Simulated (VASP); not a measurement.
**Li4Si: single point with PBE**

Li4Si:

```xyz
5
Lattice="-2.5564 2.5564 2.5564 2.5564 -2.5564 2.5564 2.5564 2.5564 -2.5564" Properties=species:S:1:pos:R:3 pbc="T T T"
Li    1.2782    1.2782    1.2782
Li    1.2782    1.2782   -1.2782
Li    1.2782   -1.2782    1.2782
Li   -1.2782    1.2782    1.2782
Si    0.0000    0.0000    0.0000
```

* Program: VASP 6.6.1
* Task: single point
* Functional: PBE
* Potentials or basis: VASP PAW PBE potentials, release 64 (Li_sv, Si)
* Cutoff: 520 eV
* k mesh: 6 × 6 × 6
* Occupations: gaussian, width 0.1 eV
* Spin: no spin polarisation

The band gap on the k mesh is zero (filled and empty bands touch).

Levels at points of the mesh, in eV from the Fermi level:
| k point | band 5 | band 6 | band 7 | band 8 | band 9 | band 10 | band 11 | band 12 |
| --- | --- | --- | --- | --- | --- | --- | --- | --- |
| (0.00, 0.00, 0.00) | -6.91 | -0.55 | -0.54 | -0.54 | 2.45 | 4.32 | 4.32 | 4.32 |
| (0.50, 0.00, 0.00) | -6.54 | -2.48 | -0.73 | -0.15 | 1.10 | 4.04 | 4.88 | 5.95 |
| (0.50, 0.50, 0.50) | -6.73 | -0.53 | -0.53 | -0.09 | -0.09 | -0.09 | 6.32 | 6.32 |

Run time: 12 s on 1 thread of Intel(R) Xeon(R) Platinum 8488C (Sapphire Rapids), on a shared host, peak memory 0.19 GiB.
